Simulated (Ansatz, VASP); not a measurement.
## One calculation of PbO, two programs

Contents of POSCAR:

```
PbO
1.0
    4.0682551615      0.0000000000      0.0000000000
    0.0000000000      4.0682551615      0.0000000000
    0.0000000000      0.0000000000      5.1082602403
Pb O
2 2
Direct
    0.0000000000      0.5000000000      0.2400000000
    0.5000000000      0.0000000000      0.7600000000
    0.0000000000      0.0000000000      0.0000000000
    0.5000000000      0.5000000000      0.0000000000
```

The input INCAR.step1:

```
ALGO     = Normal         # electronic algorithm
EDIFF    = 1E-4           # SCF threshold, eV
ENCUT    = 520            # plane-wave cutoff, eV
GGA      = PE             # functional
ISMEAR   = 0              # smearing method
LASPH    = True           # aspherical terms in the spheres
LCHARG   = False          # write CHGCAR
LREAL    = False          # projectors in reciprocal space
LWAVE    = True           # write WAVECAR
NBANDS   = 28             # bands
NELM     = 100            # most SCF steps
PREC     = Accurate       # precision mode
SIGMA    = 0.01           # smearing width, eV
```

Contents of INCAR.step2:

```
ALGO     = Normal         # electronic algorithm
EDIFF    = 1E-6           # SCF threshold, eV
ENCUT    = 520            # plane-wave cutoff, eV
ISIF     = 2              # what is computed and relaxed
ISMEAR   = 0              # smearing method
ISTART   = 1            
LASPH    = True           # aspherical terms in the spheres
LCHARG   = False          # write CHGCAR
LMIXTAU  = True         
LREAL    = False          # projectors in reciprocal space
LWAVE    = False          # write WAVECAR
METAGGA  = R2SCAN         # meta-GGA
NBANDS   = 28             # bands
NELM     = 100            # most SCF steps
PREC     = Accurate       # precision mode
SIGMA    = 0.01           # smearing width, eV
```

The input KPOINTS:

```
k-points
0
Gamma
  4 4 4
```

Input for Ansatz:

```yaml
crystal:
  lattice:
    - [4.068255161464643, 0.0, 0.0]
    - [0.0, 4.068255161464643, 0.0]
    - [0.0, 0.0, 5.108260240335303]
  atoms:
    - { symbol: Pb, position: [0.0, 0.5, 0.24] }
    - { symbol: Pb, position: [0.5, 0.0, 0.76] }
    - { symbol: O, position: [0.0, 0.0, 0.0] }
    - { symbol: O, position: [0.5, 0.5, 0.0] }
basis:
  ecutwfc: 639.467576780718
  xc_grid: 1
kpoints:
  mp_grid:
    grid: [4, 4, 4]
hamiltonian:
  xc: r2scan
scf:
  self_checks: high
  occupations:
    method: fixed
output:
  stress: true
```

Alike in both runs: task single point; functional r2SCAN; k mesh 4 × 4 × 4; no spin polarisation.

|  | VASP | Ansatz |
| --- | --- | --- |
| version | VASP 6.6.1 | Ansatz 0.2.0 |
| potentials or method | VASP PAW PBE potentials, release 64 (Pb_d, O), cutoff 520 eV | plane waves, PAW |
| occupations | gaussian, width 0.01 eV | fixed |
| valence electrons in the cell | 40 | 40 |

Ansatz gave:

```
gap on the k mesh at the Fermi level (eV)                     : 1.54
pressure (GPa)                                                : -4.7
traceless stress, the component that is largest in VASP (GPa) : 0.20
```

Task: Estimate VASP's values.

Result: gap on the k mesh at the Fermi level (eV): 1.54; pressure (GPa): -4.3; traceless stress, the component that is largest in VASP (GPa): 0.11.

VASP's potentials were made for PBE, not for r2SCAN.

Neither program's run includes spin-orbit coupling.
